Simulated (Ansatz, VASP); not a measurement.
Two plane-wave programs on Mo

The input INCAR:

```
SYSTEM = Mo
PREC = Accurate
ENCUT = 500
EDIFF = 1E-6
ISMEAR = -1
SIGMA = 0.05
LREAL = .FALSE.
LASPH = .TRUE.
NELM = 120
ALGO = Normal
ISIF = 2
LWAVE = .FALSE.
LCHARG = .FALSE.
GGA = LIBXC
LIBXC1 = GGA_X_B88
LIBXC2 = GGA_C_PBE
NBANDS = 13
GGA_COMPAT = .FALSE.
```

Contents of KPOINTS:

```
Automatic mesh
0
G
  12 12 12
  0 0 0
```

Contents of POSCAR:

```
Mo
1.0
   -1.5838089719      1.5838089719      1.5838089719
    1.5838089719     -1.5838089719      1.5838089719
    1.5838089719      1.5838089719     -1.5838089719
Mo
1
Direct
    0.0000000000      0.0000000000      0.0000000000
```

Contents of input.yaml:

```yaml
crystal:
  lattice:
    - [-1.5838089719, 1.5838089719, 1.5838089719]
    - [1.5838089719, -1.5838089719, 1.5838089719]
    - [1.5838089719, 1.5838089719, -1.5838089719]
  atoms:
    - { symbol: Mo, position: [0.0, 0.0, 0.0] }
hamiltonian:
  xc: { exchange: b88, correlation: pbe }
  pseudopotentials: { kind: paw }
kpoints:
  mp_grid: { grid: [12, 12, 12] }
  band_path:
    path:
      - [[0.0, 0.0, 0.0], [0.5, -0.5, 0.5], [0.0, 0.0, 0.5], [0.0, 0.0, 0.0], [0.25, 0.25, 0.25], [0.5, -0.5, 0.5]]
      - [[0.25, 0.25, 0.25], [0.0, 0.0, 0.5]]
    npoints: 14
scf:
  occupations: { method: fermi_dirac, width: 0.05 }
  n_extra_bands: 6
output:
  forces: true
  stress: true
  eigenvalues: true
  fatbands: false
  write_density: true
  write_potential: true
  elf: true
  volumetric_format: npy
```

Alike in both runs: functional b88 exchange, pbe correlation; k mesh 12 × 12 × 12; occupations fermi-dirac, width 0.05 eV; no spin polarisation.

```csv
,VASP,Ansatz
version,VASP 6.6.1,Ansatz 0.2.0
potentials or method,"VASP PAW PBE potentials, release 64 (Mo_sv)",Ansatz PAW
plane-wave cutoff (eV),500,420
valence electrons in the cell,14,14
task,single point,band structure
```

Ansatz gave:

* gap on the k mesh at the Fermi level (eV): none
* pressure (GPa): -2.1

Estimate VASP's values.

gap on the k mesh at the Fermi level (eV): none; pressure (GPa): -1.6.

VASP's potentials were made for PBE, not for b88 exchange, pbe correlation. A gap of «none» marks a metal or a gap that the smearing closes. With one functional, cell and mesh, what is left measures potentials, basis and numerics.
